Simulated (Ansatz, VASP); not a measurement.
## One calculation of MoS2, two programs

INCAR

```
SYSTEM = MoS2
  ALGO = Normal
  EDIFF = 1E-6
  ENCUT = 520
  GGA = PE
  ISIF = 2
  ISMEAR = 0
  IVDW = 12
  LASPH = .TRUE.
  LCHARG = .FALSE.
  LREAL = .FALSE.
  LWAVE = .FALSE.
  NBANDS = 20
  NELM = 80
  PREC = Accurate
  SIGMA = 0.05
```

KPOINTS

```
k-points
0
G
  12 12 4
  0 0 0
```

Contents of POSCAR:

```
MoS2
1.0
    3.1497239970      0.0000000000      0.0000000000
   -1.5748619985      2.7277409963      0.0000000000
    0.0000000000      0.0000000000      6.6475426602
Mo S
1 2
Direct
    0.0000000000      0.0000000000      0.0000000000
    0.3333333333      0.6666666667      0.2469516020
    0.3333333333      0.6666666667      0.7756131272
```

Input for Ansatz:

```yaml
crystal:
  lattice:
    - [3.149723997, 0.0, 0.0]
    - [-1.5748619985, 2.7277409963, 0.0]
    - [0.0, 0.0, 6.6475426602]
  atoms:
    - { symbol: Mo, position: [0.0, 0.0, 0.0] }
    - { symbol: S, position: [0.3333333333, 0.6666666667, 0.246951602] }
    - { symbol: S, position: [0.3333333333, 0.6666666667, 0.7756131272] }
basis:
  ecutwfc: 420
kpoints:
  mp_grid: { grid: [12, 12, 4] }
hamiltonian:
  xc: pbe
  dispersion: d3bj
scf:
  occupations: { method: gaussian, width: 0.05 }
output:
  forces: true
  stress: true
  eigenvalues: true
```

Change from the starting cell: all S atoms moved +0.075 Å, as atom 2 along Cartesian [0 0 1].

Alike in both runs: task single point; functional PBE; dispersion D3(BJ); k mesh 12 × 12 × 4; occupations gaussian, width 0.05 eV; no spin polarisation.

```csv
,VASP,Ansatz
version,VASP 6.6.1,Ansatz 0.2.0
potentials or method,"VASP PAW PBE potentials, release 64 (Mo_sv, S), cutoff 520 eV","scalar-relativistic, plane waves, PAW"
valence electrons in the cell,26,26
```

```tsv
	VASP	Ansatz	Ansatz less VASP
gap on the k mesh at the Fermi level (eV)	1.10	1.09	-0.012
least direct gap on the mesh (eV)	1.76	1.76	-0.004
pressure (GPa)	0.3	0.5	+0.13
traceless stress, the component that is largest in VASP (GPa)	-0.13	-0.09	+0.042
rms of the force components (eV/Å)	0.932	0.934	+0.0018
```

Atom by atom the forces differ by 0.007 eV/Å (rms over components).
